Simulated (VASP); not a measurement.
# TaN (P-1) in VASP: further runs

TaN is run at these levels: PBEsol; tasks: single point.

Everything below comes from runs of VASP 6.6.1. Logs are shortened: lines on timing, memory, paths and dates and some standing lists are left out, and cuts for length are marked.

### Step 1. The cell of the first run

The typed cell holds 4 atoms: a = 3.048 Å, b = 3.074 Å, c = 4.918 Å, α = 90.41°, β = 91.14°, γ = 120.85°.

### Step 2. Single point, PBEsol (equal xy, yz and zx shear strains of -2 %)

INCAR reads:

```
SYSTEM = TaN
PREC = Accurate
ENCUT = 520
EDIFF = 1E-6
ISMEAR = -1
SIGMA = 0.01
LREAL = .False.
LASPH = .True.
NELM = 80
ALGO = Normal
ISIF = 2
LWAVE = .False.
LCHARG = .False.
GGA = PS
NBANDS = 24
```

KPOINTS reads:

```
regular mesh
0
Gamma
  11 11 6
  0 0 0
```

POSCAR reads:

```
TaN
1.0
    3.0480019786     -0.0304800198     -0.0304800198
   -1.5503974607      2.6548871541     -0.0111564616
   -0.0491800000     -0.0491800000      4.9180000000
Ta N
2 2
Direct
    0.0000000000      0.0000000000      0.0000000000
    0.0000000000      0.0000000000      0.5000000000
    0.3333333333      0.6666666667      0.2500000000
    0.6666666667      0.3333333333      0.7500000000
```

Potentials or basis: VASP PAW PBE potentials, release 64 (Ta_pv, N).

On the command line:

```
$ cat potpaw_PBE.64/Ta_pv/POTCAR potpaw_PBE.64/N/POTCAR > POTCAR
$ mpirun -np 1 vasp_std > vasp.out
```

OUTCAR:

```text
SYSTEM = TaN
   PREC = Accurate
   ENCUT = 520
   EDIFF = 1E-6
   ISMEAR = -1
   LREAL = .False.
   LASPH = .True.
   NELM = 80
   ISIF = 2
   GGA = PS

 ion  position               nearest neighbor table
   1  0.000  0.000  0.000-   3 2.13   4 2.13   4 2.15   3 2.15   4 2.16   3 2.16   2 2.46   2 2.46

   2  0.000  0.000  0.500-   4 2.11   3 2.11   4 2.17   3 2.17   4 2.17   3 2.17   1 2.46   1 2.46

   3  0.333  0.667  0.250-   2 2.11   1 2.13   1 2.15   1 2.16   2 2.17   2 2.17
   4  0.667  0.333  0.750-   2 2.11   1 2.13   1 2.15   1 2.16   2 2.17   2 2.17

  LATTYP: Found a triclinic cell.
 ALAT       =     3.0219307893
 B/A-ratio  =     1.0087281861
 C/A-ratio  =     1.6275990810
 COS(alpha) =     0.0198960208
 COS(beta)  =     0.0274156886
 COS(gamma) =     0.4869832430

  Lattice vectors:

 A1 = (   1.4976045179,   2.6244071343,  -0.0416364814)
 A2 = (   3.0480019786,  -0.0304800198,  -0.0304800198)
 A3 = (   0.0491800000,   0.0491800000,  -4.9180000000)

Analysis of symmetry for initial positions (statically):
=====================================================================
 Subroutine PRICEL returns:
 Original cell was already a primitive cell.

 Routine SETGRP: Setting up the symmetry group for a
 triclinic supercell.

 Subroutine GETGRP returns: Found  2 space group operations
 (whereof  2 operations were pure point group operations)
 out of a pool of  2 trial point group operations.

The static configuration has the point symmetry S_2 .

Analysis of symmetry for dynamics (positions and initial velocities):
=====================================================================
 Subroutine PRICEL returns:
 Original cell was already a primitive cell.

 Routine SETGRP: Setting up the symmetry group for a
 triclinic supercell.

 Subroutine GETGRP returns: Found  2 space group operations
 (whereof  2 operations were pure point group operations)
 out of a pool of  2 trial point group operations.

The dynamic configuration has the point symmetry S_2 .

 Subroutine INISYM returns: Found  2 space group operations
 (whereof  2 operations are pure point group operations),
 and found     1 'primitive' translations

----------------------------------------------------------------------------------------

                                     Primitive cell

  volume of cell :      39.5566

  direct lattice vectors                    reciprocal lattice vectors
     3.048001979 -0.030480020 -0.030480020     0.330063782  0.192772178  0.005228360
    -1.550397461  2.654887154 -0.011156462     0.003827425  0.378915062  0.003827425
    -0.049180000 -0.049180000  4.918000000     0.002054301  0.002054301  0.203375775

  length of vectors
     3.048306764  3.074456465  4.918491775     0.382270256  0.378953721  0.203396524

  position of ions in fractional coordinates (direct lattice)
     0.000000000  0.000000000  0.000000000
     0.000000000  0.000000000  0.500000000
     0.333333333  0.666666667  0.250000000
     0.666666667  0.333333333  0.750000000

  ion indices of the primitive-cell ions
   primitive index   ion index
                 1           1
                 2           2
                 3           3
                 4           4

----------------------------------------------------------------------------------------

 KPOINTS: regular mesh

Automatic generation of k-mesh.
 Grid dimensions read from file:
 generate k-points for:   11   11    6

 Generating k-lattice:

  Cartesian coordinates                     Fractional coordinates (reciprocal lattice)
     0.030005798  0.017524743  0.000475305     0.090909091 -0.000000000  0.000000000
     0.000347948  0.034446824  0.000347948    -0.000000000  0.090909091 -0.000000000
     0.000342383  0.000342383  0.033895962     0.000000000  0.000000000  0.166666667

  Length of vectors
     0.034751841  0.034450338  0.033899421

  Shift w.r.t. Gamma in fractional coordinates (k-lattice)
     0.000000000  0.000000000  0.000000000

 Subroutine IBZKPT returns following result:
 ===========================================

 Found    364 irreducible k-points:

 Following reciprocal coordinates:
            Coordinates               Weight
  0.000000  0.000000  0.000000      1.000000
  0.090909  0.000000 -0.000000      2.000000
  0.181818 -0.000000 -0.000000      2.000000
  0.272727  0.000000 -0.000000      2.000000
  0.363636  0.000000  0.000000      2.000000
  0.454545  0.000000  0.000000      2.000000
[... 16 lines left out ...]
  0.454545  0.181818  0.000000      2.000000
 -0.454545  0.181818  0.000000      2.000000
 [... further k-points ...]
   k-points           NKPTS =    364   k-points in BZ     NKDIM =    364   number of bands    NBANDS=     24
   number of dos      NEDOS =    301   number of ions     NIONS =      4
   total plane-waves  NPLWV =  23040
   dimension x,y,z NGX =    24 NGY =   24 NGZ =   40
   dimension x,y,z NGXF=    48 NGYF=   48 NGZF=   80
   ions per type =               2   2
   NGX,Y,Z   is equivalent  to a cutoff of  13.09, 12.98, 13.52 a.u.
   NGXF,Y,Z  is equivalent  to a cutoff of  26.18, 25.96, 27.04 a.u.
 SYSTEM =  TaN
   PREC   = accura    normal or accurate (medium, high low for compatibility)
   ISTART =      0    job   : 0-new  1-cont  2-samecut
   ICHARG =      2    charge: 1-file 2-atom 10-const
   ISPIN  =      1    spin polarized calculation?
   LNONCOLLINEAR =      F non collinear calculations
   LSORBIT =      F    spin-orbit coupling
   LASPH  =      T    aspherical Exc in radial PAW
   ENCUT  =  520.0 eV  38.22 Ry    6.18 a.u.   5.67  5.72  9.15*2*pi/ulx,y,z
   NELM   =     80;   NELMIN=  2; NELMDL= -5     # of ELM steps
   EDIFF  = 0.1E-05   stopping-criterion for ELM
   LREAL  =      F    real-space projection
   EDIFFG = 0.1E-04   stopping-criterion for IOM
   NSW    =      0    number of steps for IOM
   IBRION =     -1    ionic relax: 0-MD 1-quasi-New 2-CG
   NFREE  =      0    steps in history (QN), initial steepest desc. (CG)
   ISIF   =      2    stress and relaxation
   ISYM   =      2    0-nonsym 1-usesym 2-fastsym
   POTIM  = 0.5000    time-step for ionic-motion
   TEBEG  =    0.0;   TEEND  =   0.0 temperature during run
   PSTRESS=    0.0 pullay stress
   NELECT =      32.0000    total number of electrons
   NUPDOWN=      -1.0000    fix difference up-down
   EMIN   =  10.00;   EMAX   =-10.00  energy-range for DOS
   EFERMI =   0.00;   METHOD = LEGACY
   ISMEAR =    -1;   SIGMA  =   0.01  broadening in eV -4-tet -1-fermi 0-gaus
   EFERMI_NEDOS =   21; number of points for ismear=-14 and -15
   IALGO  =     38    algorithm
   IMIX   =      4    mixing-type and parameters
     AMIX     =   0.40;   BMIX     =  1.00
     AMIX_MAG =   1.60;   BMIX_MAG =  1.00
  volume/ion in A,a.u.               =       9.89        66.74
  Fermi-wavevector in a.u.,A,eV,Ry     =   1.525406  2.882599 31.658883  2.326862
  Thomas-Fermi vector in A             =   2.633580
   LORBIT       =      0    0 simple, 1 ext, 2 COOP (PROOUT), +10 PAW based schemes
   GGA     = PS    functional components
   LHFCALC =     F    Hartree Fock is set to
   AEXX    =    0.0000 exact exchange contribution
   IVDW    =     0    specifies the selected vdW correction
   LEPSILON=     F    determine dielectric tensor
   LRPA    =     F    only Hartree local field effects (RPA)
 non-spin polarized calculation
  energy-cutoff  :      520.00
  volume of cell :       39.56
 maximum number of plane-waves:      1083
   NGX = 11   NGY = 11   NGZ = 19

 number of electron      32.0000003 magnetization

 Free energy of the ion-electron system (eV)
  ---------------------------------------------------
  ext. energy  EPLUGINS =         0.00000000
  ---------------------------------------------------
  free energy    TOTEN  =       -44.27545890 eV

  energy without entropy =      -44.27509620  energy(sigma->0) =      -44.27527755

 E-fermi :   9.7245     XC(G=0): -13.9059

 val. band max:        9.7199113383   @ k =   0.0000   0.0909   0.5000
 cond. band min:       9.7270819773   @ k =  -0.0000   0.1818  -0.0000
 fundamental gap:      0.0071706391
 Fermi energy:         9.7244558074

 k-point     1 :       0.0000    0.0000    0.0000
  band No.  band energies     occupation
      1     -27.4079      2.00000
      2     -25.5522      2.00000
      3     -25.5243      2.00000
      4     -25.1734      2.00000
      5     -25.1460      2.00000
      6     -24.3510      2.00000
[... 16 lines left out ...]
     23      14.7948      0.00000
     24      16.3381      0.00000

 k-point     2 :       0.0909    0.0000   -0.0000
  band No.  band energies     occupation
      1     -27.3889      2.00000
      2     -25.6090      2.00000
      3     -25.5668      2.00000
      4     -25.2115      2.00000
      5     -25.1840      2.00000
      6     -24.3437      2.00000
[... 16 lines left out ...]
     23      14.9136      0.00000
     24      16.2526      0.00000

 k-point     3 :       0.1818   -0.0000   -0.0000
  band No.  band energies     occupation
      1     -27.3375      2.00000
      2     -25.8204      2.00000
      3     -25.6147      2.00000
      4     -25.3737      2.00000
      5     -25.2226      2.00000
      6     -24.3241      2.00000
[... 16 lines left out ...]
     23      16.2425      0.00000
     24      16.5660      0.00000
[... 514 lines left out ...]
 k-point    23 :       0.4545    0.1818    0.0000
  band No.  band energies     occupation
      1     -27.1547      2.00000
      2     -26.3632      2.00000
      3     -25.9243      2.00000
      4     -25.8039      2.00000
      5     -25.4642      2.00000
      6     -24.2555      2.00000
[... 16 lines left out ...]
     23      15.6980      0.00000
     24      18.0195      0.00000

 k-point    24 :      -0.4545    0.1818    0.0000
  band No.  band energies     occupation
      1     -27.1881      2.00000
      2     -26.2811      2.00000
      3     -25.8583      2.00000
      4     -25.7377      2.00000
      5     -25.4120      2.00000
      6     -24.2680      2.00000
[... 16 lines left out ...]
     23      16.1574      0.00000
     24      17.4803      0.00000

 [... further k-points ...]

------------------------ aborting loop because EDIFF is reached ----------------------------------------

  FORCE on cell =-STRESS in cart. coord.  units (eV):
  Direction    XX          YY          ZZ          XY          YZ          ZX
  --------------------------------------------------------------------------------------
  -------------------------------------------------------------------------------------
  Total        5.7945632      5.6987675     25.9202778      1.0039396      1.3221722      1.3210972
  in kB      234.6998533    230.8197975   1049.8609110     40.6630282     53.5525460     53.5090052
  external PRESSURE =     505.1268540 kB  Pullay stress =       0.0000000 kB

 VOLUME and BASIS-vectors are now :
 -----------------------------------------------------------------------------
  energy-cutoff  :      520.00
  volume of cell :       39.56
      direct lattice vectors                 reciprocal lattice vectors
     3.048001979 -0.030480020 -0.030480020     0.330063782  0.192772178  0.005228360
    -1.550397461  2.654887154 -0.011156462     0.003827425  0.378915062  0.003827425
    -0.049180000 -0.049180000  4.918000000     0.002054301  0.002054301  0.203375775

 POSITION                                       TOTAL-FORCE (eV/Angst)
 -----------------------------------------------------------------------------------
      0.00000      0.00000      0.00000         0.000000     -0.000000      0.000000
     -0.02459     -0.02459      2.45900         0.000000     -0.000000      0.000000
     -0.02989      1.74747      1.21190        -0.402768     -0.005899     -0.026544
      1.47832      0.82776      3.66446         0.402768      0.005899      0.026544
 -----------------------------------------------------------------------------------
    total drift:                               -0.000000      0.000000      0.000000

  FREE ENERGIE OF THE ION-ELECTRON SYSTEM (eV)
  ---------------------------------------------------
  free  energy   TOTEN  =       -44.2754589044 eV

  energy  without entropy=      -44.2750961977  energy(sigma->0) =      -44.27527755
```

It took 6.9 min on 1 thread of Intel Xeon 8259CL, shared host; peak memory 0.39 GiB.

Results:

```
Free energy            : -44.2755 eV
Pressure               : 50.5 GPa
Largest force          : 0.404 eV/Å
Band gap on the k mesh : zero (bands 16 and 17 overlap by 2.58 eV)
```

Forces in eV/Å, atoms in the order of the input:
```
Ta   0.000  0.000  0.000
Ta   0.000  0.000  0.000
N   -0.403 -0.006 -0.027
N    0.403  0.006  0.027
```

Caveat: the cell differs from its parent crystal (equal xy, yz and zx shear strains of -2 %); the cell stands under pressure; the PAW data sets were made with another functional, which shifts forces and pressure a little; spin-orbit coupling is left out, which moves the levels of the heavy elements.

### Step 3. Single point, PBEsol (equal xy, yz and zx shear strains of +1 %)

Changes to INCAR since step 2:

```diff
@@ -8,3 +8,3 @@
 LASPH = .True.
-NELM = 80
+NELM = 60
 ALGO = Normal
```

KPOINTS is that of step 2.

POSCAR reads:

```
TaN
1.0
    3.0480019786      0.0152400099      0.0152400099
   -1.5108027536      2.6320271392      0.0055782308
    0.0245900000      0.0245900000      4.9180000000
Ta N
2 2
Direct
    0.0000000000      0.0000000000      0.0000000000
    0.0000000000      0.0000000000      0.5000000000
    0.3333333333      0.6666666667      0.2500000000
    0.6666666667      0.3333333333      0.7500000000
```

Potentials or basis: VASP PAW PBE potentials, release 64 (Ta_pv, N).

On the command line:

```
$ cat potpaw_PBE.64/Ta_pv/POTCAR potpaw_PBE.64/N/POTCAR > POTCAR
$ mpirun -np 1 vasp_std > vasp.out
```

Run time: 6.9 min. Hardware: 1 thread of Intel Xeon 8259CL, shared host; peak memory 0.39 GiB.

It converged, with:

| Quantity | Value |
| --- | --- |
| Free energy | -44.3058 eV |
| Pressure | 50.1 GPa |
| Largest force | 0.175 eV/Å |
| Band gap on the k mesh | zero (bands 16 and 17 overlap by 2.62 eV) |

Forces in eV/Å, atoms in the order of the input:
```
Ta   0.000  0.000  0.000
Ta   0.000  0.000  0.000
N    0.175 -0.003 -0.007
N   -0.175  0.003  0.007
```

Stress tensor (GPa, compression positive):
```
 22.73  -1.58  -2.39
 -1.58  22.88  -2.39
 -2.39  -2.39 104.68
```

Levels at points of the mesh, in eV from the Fermi level:
| k point | band 13 | band 14 | band 15 | band 16 | band 17 | band 18 | band 19 | band 20 |
| --- | --- | --- | --- | --- | --- | --- | --- | --- |
| (0.00, 0.00, 0.00) | -3.68 | -3.60 | -3.58 | -1.95 | -1.85 | -0.76 | -0.58 | 2.81 |
| (0.00, 0.00, 0.50) | -6.38 | -6.35 | -0.12 | -0.06 | 0.01 | 0.01 | 0.04 | 0.08 |

Caveat: the cell differs from its parent crystal (equal xy, yz and zx shear strains of +1 %); the cell stands under pressure; the PAW data sets were made with another functional, which shifts forces and pressure a little; spin-orbit coupling is left out, which moves the levels of the heavy elements.

### Step 4. Single point, PBEsol (equal xy, yz and zx shear strains of +2 %)

INCAR reads:

```
SYSTEM = TaN
ALGO     = Normal         ! electronic algorithm
EDIFF    = 1E-7           ! SCF threshold, eV
ENCUT    = 520            ! plane-wave cutoff, eV
GGA      = PS             ! functional
ISIF     = 2              ! what is computed and relaxed
ISMEAR   = -1             ! smearing method
LASPH    = .True.         ! aspherical terms in the spheres
LCHARG   = .False.        ! write CHGCAR
LREAL    = .False.        ! projectors in reciprocal space
LWAVE    = .False.        ! write WAVECAR
NBANDS   = 24             ! bands
NELM     = 80             ! most SCF steps
PREC     = Accurate       ! precision mode
SIGMA    = 0.01           ! smearing width, eV
```

KPOINTS reads:

```
k-points
0
Gamma
  11 11 6
  0 0 0
```

POSCAR reads:

```
TaN
1.0
    3.0480019786      0.0304800198      0.0304800198
   -1.4976045179      2.6244071343      0.0111564616
    0.0491800000      0.0491800000      4.9180000000
Ta N
2 2
Direct
    0.0000000000      0.0000000000      0.0000000000
    0.0000000000      0.0000000000      0.5000000000
    0.3333333333      0.6666666667      0.2500000000
    0.6666666667      0.3333333333      0.7500000000
```

On the command line:

```
$ cat potpaw_PBE.64/Ta_pv/POTCAR potpaw_PBE.64/N/POTCAR > POTCAR
$ mpirun -np 1 vasp_std > vasp.out
```

It took 7.5 min on 1 thread of Intel Xeon 8259CL, shared host; peak memory 0.39 GiB.

The run converged. Its results:

```yaml
Free_energy: -44.2787 eV
Pressure: 50.5 GPa
Largest_force: 0.335 eV/Å
Band_gap_on_the_k_mesh: zero (bands 16 and 17 overlap by 2.59 eV)
```

Forces in eV/Å, atoms in the order of the input:
```
Ta   0.000  0.000  0.000
Ta   0.000  0.000  0.000
N    0.334 -0.003 -0.027
N   -0.334  0.003  0.027
```

Stress tensor (GPa, compression positive):
```
 23.28  -3.57  -4.94
 -3.57  23.07  -4.94
 -4.94  -4.94 105.15
```

Levels at points of the mesh, in eV from the Fermi level:
| k point | band 14 | band 15 | band 16 | band 17 | band 18 | band 19 |
| --- | --- | --- | --- | --- | --- | --- |
| (0.00, 0.00, 0.00) | -3.55 | -3.53 | -1.99 | -1.77 | -0.84 | -0.46 |
| (0.00, 0.00, 0.50) | -6.27 | -0.20 | -0.07 | 0.04 | 0.04 | 0.11 |

Caveat: the cell differs from its parent crystal (equal xy, yz and zx shear strains of +2 %); the cell stands under pressure; the PAW data sets were made with another functional, which shifts forces and pressure a little; spin-orbit coupling is left out, which moves the levels of the heavy elements.

### Step 5. Summary

```tsv
cell	gap on the mesh (eV)	pressure (GPa)	largest force (eV/Å)
a = 3.048, b = 3.074, c = 4.918 Å, angles 90.4, 91.1, 120.9°, 4 atoms	none	50.5	0.40
a = 3.048, b = 3.035, c = 4.918 Å, angles 89.8, 89.4, 119.6°, 4 atoms	none	50.1	0.18
a = 3.048, b = 3.022, c = 4.918 Å, angles 89.6, 88.8, 119.1°, 4 atoms	none	50.5	0.33
```

Alike in all rows: task single point; level PBEsol; potentials or basis VASP PAW PBE potentials, release 64 (Ta_pv, N); no spin polarisation; k mesh 11 × 11 × 6; cutoff (eV) 520; smearing fermi-dirac 0.01 eV.

Caveats: the cell stands under pressure; the PAW data sets were made with another functional, which shifts forces and pressure a little; spin-orbit coupling is left out, which moves the levels of the heavy elements.

Absolute energies hang on the potentials; compare differences alone.
